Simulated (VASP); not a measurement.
Crystal: Se.

```
Se
1.0
     0.00000    2.21751    2.21751
     2.21751    0.00000    2.21751
     2.21751    2.21751    0.00000
Se
1
Direct
  0.00000 0.00000 0.00000
```

This isn't the form of Se at room conditions, which is trigonal, of chains.

- Program: VASP 6.6.1
- Task: relaxation of cell and atoms
- Functional: RPBE
- Potentials or basis: VASP PAW PBE potentials, release 64 (Se)
- Cutoff: 600 eV
- k mesh: 12 × 12 × 12
- Occupations: fermi-dirac, width 0.1 eV
- Spin: no spin polarisation

At the start: pressure -2.2 GPa; volume 21.81 Å³/atom.

How do energy, volume and symmetry change on relaxing?

Over 3 steps the energy falls by 5.6 meV/atom and the volume is 21.00 Å³/atom (-3.7 %); space group Fm-3m (No. 225, to 0.1 Å) before and after.

Step by step:
```csv
step,energy change (eV),largest force (eV/Å),pressure (GPa),volume (Å³)
1,0.0000,0.0000,-2.16,21.81
2,-0.0055,0.0000,0.33,20.89
3,-0.0056,0.0000,0.00,21.00
```

Final structure:
```yaml
crystal:
  lattice:
    - [0.00000, 2.18979, 2.18979]
    - [2.18979, 0.00000, 2.18979]
    - [2.18979, 2.18979, 0.00000]
  atoms:
    - { symbol: Se, position: [0.00000, 0.00000, 0.00000] }
```

Caveat: the PAW data sets were made with another functional, which shifts forces and pressure a little.
